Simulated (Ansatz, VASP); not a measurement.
## One calculation of ZnO, two programs

```xyz
2
Lattice="0.0000 2.1338 2.1338 2.1338 0.0000 2.1338 2.1338 2.1338 0.0000" Properties=species:S:1:pos:R:3 pbc="T T T"
Zn    0.0000    0.0000    0.0000
O     2.1338    2.1338    2.1338
```

Alike in both runs: task single point; functional r2SCAN; k mesh 5 × 5 × 5; no spin polarisation.

|  | VASP | Ansatz |
| --- | --- | --- |
| version | VASP 6.6.1 | Ansatz 0.2.0 |
| potentials or method | VASP PAW PBE potentials, release 64 (Zn, O_h) | plane waves |
| plane-wave cutoff (eV) | 1480 | 500 |
| occupations | gaussian, width 0.01 eV | fixed |
| valence electrons in the cell | 18 | 18 |

|  | VASP | Ansatz | Ansatz less VASP |
| --- | --- | --- | --- |
| gap on the k mesh at the Fermi level (eV) | 1.64 | 1.66 | +0.018 |
| pressure (GPa) | 1.2 | 0.0 | -1.25 |

VASP's potentials were made for PBE, not for r2SCAN.

The k mesh is coarse, so the values compare programs but aren't converged.
